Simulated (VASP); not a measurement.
# Si5C4 in VASP: settings compared

Si5C4 is run at these levels: PBE, RPBE; tasks: single point.

Program: VASP 6.6.1. These are calculated values, not measurements. Logs are shortened: lines on timing, memory, paths and dates and some standing lists are left out, and cuts for length are marked.

### Step 1. The cell of the first run

The cell holds a slab with vacuum, 9 atoms: a = 3.092 Å, b = 3.092 Å, c = 23.734 Å, α = 90.00°, β = 90.00°, γ = 120.00°.

### Step 2. Single point, PBE, collinear spin

INCAR reads:

```
PREC = Accurate
ENCUT = 520
EDIFF = 1E-6
ISMEAR = 0
SIGMA = 0.05
LREAL = False
LASPH = True
NELM = 150
ALGO = Normal
ISIF = 2
LWAVE = False
LCHARG = False
ISPIN = 2
MAGMOM = 0 0 0 0 0 0 0 0 2
LORBIT = 11
LDIPOL = True
IDIPOL = 3
DIPOL = 0.5 0.5 0.373
GGA = PE
NBANDS = 32
```

KPOINTS reads:

```
regular mesh
0
Gamma
  9 9 1
```

POSCAR reads:

```
Si5C4
1.0
    3.0920147376      0.0000000000      0.0000000000
   -1.5460073688      2.6777633116      0.0000000000
    0.0000000000      0.0000000000     23.7337369325
C Si
4 5
Direct
    0.3333333333      0.6666666666      0.1685364598
    0.6666666667      0.3333333333      0.2754269373
    0.3333333333      0.6666666666      0.3835939576
    0.6666666667      0.3333333333      0.4915758428
    0.6666666667      0.3333333333      0.1950726408
    0.3333333333      0.6666666666      0.3019631184
    0.6666666667      0.3333333333      0.4085742396
    0.3333333333      0.6666666666      0.5154576781
    0.6666666667      0.8333333333      0.6148477276
```

Potentials or basis: VASP PAW PBE potentials, release 64 (C, Si).

On the command line:

```
> cat potpaw_PBE.64/C/POTCAR potpaw_PBE.64/Si/POTCAR > POTCAR
> mpirun -np 1 vasp_std > vasp.out
```

OUTCAR:

```text
PREC = Accurate
   ENCUT = 520
   EDIFF = 1E-6
   ISMEAR = 0
   LREAL = False
   LASPH = True
   NELM = 150
   ISIF = 2
   ISPIN = 2
   LORBIT = 11
   GGA = PE

 ion  position               nearest neighbor table
   1  0.333  0.667  0.169-   5 1.89   5 1.89   5 1.89
   2  0.667  0.333  0.275-   6 1.89   6 1.89   6 1.89   5 1.91
   3  0.333  0.667  0.384-   7 1.88   7 1.88   7 1.88   6 1.94
   4  0.667  0.333  0.492-   8 1.87   8 1.87   8 1.87   7 1.97
   5  0.667  0.333  0.195-   1 1.89   1 1.89   1 1.89   2 1.91   6 3.10   6 3.10   6 3.10
   6  0.333  0.667  0.302-   2 1.89   2 1.89   2 1.89   3 1.94   7 3.10   7 3.10   7 3.10   5 3.10
                             5 3.10   5 3.10
   7  0.667  0.333  0.409-   3 1.88   3 1.88   3 1.88   4 1.97   6 3.10   6 3.10   6 3.10   8 3.10
                             8 3.10   8 3.10
   8  0.333  0.667  0.515-   4 1.87   4 1.87   4 1.87   9 2.52   7 3.10   7 3.10   7 3.10
   9  0.667  0.833  0.615-   8 2.52

  LATTYP: Found a hexagonal cell.
 ALAT       =     3.0920147376
 C/A-ratio  =     7.6758162385

  Lattice vectors:

 A1 = (   3.0920147376,   0.0000000000,   0.0000000000)
 A2 = (  -1.5460073688,   2.6777633116,   0.0000000000)
 A3 = (   0.0000000000,   0.0000000000,  23.7337369325)

Analysis of symmetry for initial positions (statically):
=====================================================================
 Subroutine PRICEL returns:
 Original cell was already a primitive cell.

 Routine SETGRP: Setting up the symmetry group for a
 hexagonal supercell.

 Subroutine GETGRP returns: Found  2 space group operations
 (whereof  2 operations were pure point group operations)
 out of a pool of 24 trial point group operations.

The static configuration has the point symmetry C_1h.

Analysis of symmetry for dynamics (positions and initial velocities):
=====================================================================
 Subroutine PRICEL returns:
 Original cell was already a primitive cell.

 Routine SETGRP: Setting up the symmetry group for a
 hexagonal supercell.

 Subroutine GETGRP returns: Found  2 space group operations
 (whereof  2 operations were pure point group operations)
 out of a pool of 24 trial point group operations.

The dynamic configuration has the point symmetry C_1h.

Analysis of structural, dynamic, and magnetic symmetry:
=====================================================================
 Subroutine PRICEL returns:
 Original cell was already a primitive cell.

 Routine SETGRP: Setting up the symmetry group for a
 hexagonal supercell.

 Subroutine GETGRP returns: Found  2 space group operations
 (whereof  2 operations were pure point group operations)
 out of a pool of 24 trial point group operations.

The overall configuration has the point symmetry C_1h.

 Subroutine INISYM returns: Found  2 space group operations
 (whereof  2 operations are pure point group operations),
 and found     1 'primitive' translations

----------------------------------------------------------------------------------------

                                     Primitive cell

  volume of cell :     196.5078

  direct lattice vectors                    reciprocal lattice vectors
     3.092014738  0.000000000  0.000000000     0.323413724  0.186723000  0.000000000
    -1.546007369  2.677763312  0.000000000     0.000000000  0.373446001  0.000000000
     0.000000000  0.000000000 23.733736933     0.000000000  0.000000000  0.042134115

  length of vectors
     3.092014738  3.092014738 23.733736933     0.373446001  0.373446001  0.042134115

  position of ions in fractional coordinates (direct lattice)
     0.333333333  0.666666667  0.168536460
     0.666666667  0.333333333  0.275426937
     0.333333333  0.666666667  0.383593958
     0.666666667  0.333333333  0.491575843
     0.666666667  0.333333333  0.195072641
     0.333333333  0.666666667  0.301963118
     0.666666667  0.333333333  0.408574240
     0.333333333  0.666666667  0.515457678
     0.666666667  0.833333333  0.614847728

  ion indices of the primitive-cell ions
   primitive index   ion index
                 1           1
                 2           2
                 3           3
                 4           4
                 5           5
                 6           6
                 7           7
                 8           8
                 9           9

----------------------------------------------------------------------------------------

 KPOINTS: regular mesh

Automatic generation of k-mesh.
 Grid dimensions read from file:
 generate k-points for:    9    9    1

 Generating k-lattice:

  Cartesian coordinates                     Fractional coordinates (reciprocal lattice)
     0.035934858  0.020747000  0.000000000     0.111111111  0.000000000  0.000000000
     0.000000000  0.041494000  0.000000000     0.000000000  0.111111111  0.000000000
     0.000000000  0.000000000  0.042134115     0.000000000  0.000000000  1.000000000

  Length of vectors
     0.041494000  0.041494000  0.042134115

  Shift w.r.t. Gamma in fractional coordinates (k-lattice)
     0.000000000  0.000000000  0.000000000

 Subroutine IBZKPT returns following result:
 ===========================================

 Found     25 irreducible k-points:

 Following reciprocal coordinates:
            Coordinates               Weight
  0.000000  0.000000  0.000000      1.000000
  0.111111  0.000000  0.000000      2.000000
  0.000000  0.111111  0.000000      4.000000
  0.222222 -0.000000  0.000000      2.000000
  0.000000  0.222222  0.000000      4.000000
  0.333333  0.000000  0.000000      2.000000
[... 16 lines left out ...]
 -0.222222 -0.444444  0.000000      4.000000
  0.444444  0.333333  0.000000      4.000000
   k-points           NKPTS =     25   k-points in BZ     NKDIM =     25   number of bands    NBANDS=     32
   number of dos      NEDOS =    301   number of ions     NIONS =      9
   total plane-waves  NPLWV = 103680
   dimension x,y,z NGX =    24 NGY =   24 NGZ =  180
   dimension x,y,z NGXF=    48 NGYF=   48 NGZF=  360
   ions per type =               4   5
   NGX,Y,Z   is equivalent  to a cutoff of  12.90, 12.90, 12.61 a.u.
   NGXF,Y,Z  is equivalent  to a cutoff of  25.81, 25.81, 25.22 a.u.
 SYSTEM =  unknown system
   PREC   = accura    normal or accurate (medium, high low for compatibility)
   ISTART =      0    job   : 0-new  1-cont  2-samecut
   ICHARG =      2    charge: 1-file 2-atom 10-const
   ISPIN  =      2    spin polarized calculation?
   LNONCOLLINEAR =      F non collinear calculations
   LSORBIT =      F    spin-orbit coupling
   LASPH  =      T    aspherical Exc in radial PAW
   ENCUT  =  520.0 eV  38.22 Ry    6.18 a.u.   5.75  5.75 44.13*2*pi/ulx,y,z
   NELM   =    150;   NELMIN=  2; NELMDL= -5     # of ELM steps
   EDIFF  = 0.1E-05   stopping-criterion for ELM
   LREAL  =      F    real-space projection
   EDIFFG = 0.1E-04   stopping-criterion for IOM
   NSW    =      0    number of steps for IOM
   IBRION =     -1    ionic relax: 0-MD 1-quasi-New 2-CG
   NFREE  =      0    steps in history (QN), initial steepest desc. (CG)
   ISIF   =      2    stress and relaxation
   ISYM   =      2    0-nonsym 1-usesym 2-fastsym
   POTIM  = 0.5000    time-step for ionic-motion
   TEBEG  =    0.0;   TEEND  =   0.0 temperature during run
   PSTRESS=    0.0 pullay stress
   NELECT =      36.0000    total number of electrons
   NUPDOWN=      -1.0000    fix difference up-down
   EMIN   =  10.00;   EMAX   =-10.00  energy-range for DOS
   EFERMI =   0.00;   METHOD = LEGACY
   ISMEAR =     0;   SIGMA  =   0.05  broadening in eV -4-tet -1-fermi 0-gaus
   EFERMI_NEDOS =   21; number of points for ismear=-14 and -15
   IALGO  =     38    algorithm
   IMIX   =      4    mixing-type and parameters
     AMIX     =   0.40;   BMIX     =  1.00
     AMIX_MAG =   1.60;   BMIX_MAG =  1.00
  volume/ion in A,a.u.               =      21.83       147.34
  Fermi-wavevector in a.u.,A,eV,Ry     =   0.929785  1.757038 11.762230  0.864500
  Thomas-Fermi vector in A             =   2.056104
   LORBIT       =     11    0 simple, 1 ext, 2 COOP (PROOUT), +10 PAW based schemes
   GGA     = PE    functional components
   LHFCALC =     F    Hartree Fock is set to
   AEXX    =    0.0000 exact exchange contribution
   IVDW    =     0    specifies the selected vdW correction
   LEPSILON=     F    determine dielectric tensor
   LRPA    =     F    only Hartree local field effects (RPA)
 spin polarized calculation
 Gauss-broadening in eV      SIGMA  =   0.05
  energy-cutoff  :      520.00
  volume of cell :      196.51
 maximum number of plane-waves:      5306
   NGX = 11   NGY = 11   NGZ = 89

 dipolmoment           0.000000      0.000000      0.067089 electrons x Angstroem

 number of electron      36.0000001 magnetization      -0.0000696

 number of electron      36.0000001 magnetization       0.0000014

 dipolmoment           0.000000      0.000000     -0.061927 electrons x Angstroem

 Free energy of the ion-electron system (eV)
  ---------------------------------------------------
  ext. energy  EPLUGINS =         0.00000000
  ---------------------------------------------------
  free energy    TOTEN  =       -61.33704790 eV

  energy without entropy =      -61.32296265  energy(sigma->0) =      -61.33000527

 E-fermi :   1.4771     XC(G=0):  -6.5258

 val. band max:        1.4737101049   @ k =   0.3333   0.0000   0.0000
 cond. band min:       1.4806532042   @ k =   0.2222   0.1111   0.0000
 fundamental gap:      0.0069430992
 Fermi energy:         1.4771002867

 spin component 1

 k-point     1 :       0.0000    0.0000    0.0000
  band No.  band energies     occupation
      1     -14.3693      1.00000
      2     -13.5200      1.00000
      3     -12.4403      1.00000
      4     -10.9716      1.00000
      5      -8.2564      1.00000
      6      -6.3938      1.00000
[... 781 lines left out ...]
     29       9.5063      0.00000
     30       9.6519      0.00000

 [... further k-points ...]

 spin component 2

 k-point     1 :       0.0000    0.0000    0.0000
  band No.  band energies     occupation
      1     -14.3693      1.00000
      2     -13.5200      1.00000
      3     -12.4403      1.00000
      4     -10.9716      1.00000
      5      -8.2563      1.00000
      6      -6.3938      1.00000
[... 781 lines left out ...]
     29       9.5063      0.00000
     30       9.6517      0.00000

 [... further k-points ...]

 [bands above 30 left out]

------------------------ aborting loop because EDIFF is reached ----------------------------------------

 vacuum level on the upper side and lower side of the slab       (xc-potential included)        -0.640         0.687

  FORCE on cell =-STRESS in cart. coord.  units (eV):
  Direction    XX          YY          ZZ          XY          YZ          ZX
  --------------------------------------------------------------------------------------
  -------------------------------------------------------------------------------------
  Total       -2.5962223     -1.8231423     -1.4086713     -0.6695069     -0.5006960     -0.8672311
  in kB      -21.1676475    -14.8645339    -11.4852484     -5.4586565     -4.0822994     -7.0707510
  external PRESSURE =     -15.8391433 kB  Pullay stress =       0.0000000 kB

 VOLUME and BASIS-vectors are now :
 -----------------------------------------------------------------------------
  energy-cutoff  :      520.00
  volume of cell :      196.51
      direct lattice vectors                 reciprocal lattice vectors
     3.092014738  0.000000000  0.000000000     0.323413724  0.186723000  0.000000000
    -1.546007369  2.677763312  0.000000000     0.000000000  0.373446001  0.000000000
     0.000000000  0.000000000 23.733736933     0.000000000  0.000000000  0.042134115

 POSITION                                       TOTAL-FORCE (eV/Angst)
 -----------------------------------------------------------------------------------
     -0.00000      1.78518      4.00000        -0.001673     -0.000966      2.349084
      1.54601      0.89259      6.53691        -0.005108     -0.002949      0.823751
     -0.00000      1.78518      9.10412         0.004031      0.002327     -0.452647
      1.54601      0.89259     11.66693        -0.016775     -0.009685     -1.296689
      1.54601      0.89259      4.62980        -0.004425     -0.002555     -2.718746
     -0.00000      1.78518      7.16671         0.001142      0.000659     -0.277239
      1.54601      0.89259      9.69699         0.010711      0.006184      0.606611
     -0.00000      1.78518     12.23374         0.396979      0.229196      0.981916
      0.77300      2.23147     14.59263        -0.384882     -0.222212     -0.016040
 -----------------------------------------------------------------------------------
    total drift:                               -0.000010     -0.000005     -0.000010

  FREE ENERGIE OF THE ION-ELECTRON SYSTEM (eV)
  ---------------------------------------------------
  free  energy   TOTEN  =       -61.3370478980 eV

  energy  without entropy=      -61.3229626464  energy(sigma->0) =      -61.33000527

 vacuum level on the upper side and lower side of the slab         6.712         8.103

 total charge

# of ion       s       p       d       tot
------------------------------------------
    1        0.874   1.514   0.000   2.388
    2        0.846   1.681   0.000   2.526
    3        0.839   1.694   0.000   2.533
    4        0.844   1.676   0.000   2.521
    5        0.707   0.953   0.000   1.660
    6        0.705   0.945   0.000   1.651
    7        0.710   0.947   0.000   1.658
    8        0.719   0.939   0.000   1.658
    9        0.881   0.621   0.000   1.503
--------------------------------------------------
tot          7.126  10.970   0.000  18.096

 magnetization (x)

# of ion       s       p       d       tot
------------------------------------------
    1       -0.000  -0.000   0.000  -0.000
    2       -0.000  -0.000   0.000  -0.000
    3        0.000  -0.000   0.000  -0.000
    4        0.000   0.000   0.000   0.000
    5       -0.000   0.000   0.000   0.000
    6       -0.000  -0.000   0.000  -0.000
    7        0.000   0.000   0.000   0.000
    8       -0.000  -0.000   0.000  -0.000
    9        0.000   0.000   0.000   0.000
--------------------------------------------------
tot          0.000  -0.000   0.000  -0.000
```

It took 14 min on 1 thread of Intel Xeon Platinum 8259CL at 2.50GHz (Skylake/Cascade Lake), shared host; peak memory 0.52 GiB.

What came out:

```
Free energy                                           : -61.3370 eV
Largest force                                         : 2.719 eV/Å
Band gap on the k mesh                                : zero (filled and empty bands overlap)
Net moment                                            : 0.00 μB per cell
Valence electrons inside the program's atomic spheres : C 2.39, 2.53, 2.52 (each value once); Si 1.66, 1.65, 1.50 (each value once)
```

Forces on the atoms (eV/Å):
```
C   -0.002 -0.001  2.349
C   -0.005 -0.003  0.824
C    0.004  0.002 -0.453
C   -0.017 -0.010 -1.297
Si  -0.004 -0.003 -2.719
Si   0.001  0.001 -0.277
Si   0.011  0.006  0.607
Si   0.397  0.229  0.982
Si  -0.385 -0.222 -0.016
```

[end of part 1 of 2]

The gap in the log of VASP goes by the Fermi energy; the results here count the filled bands.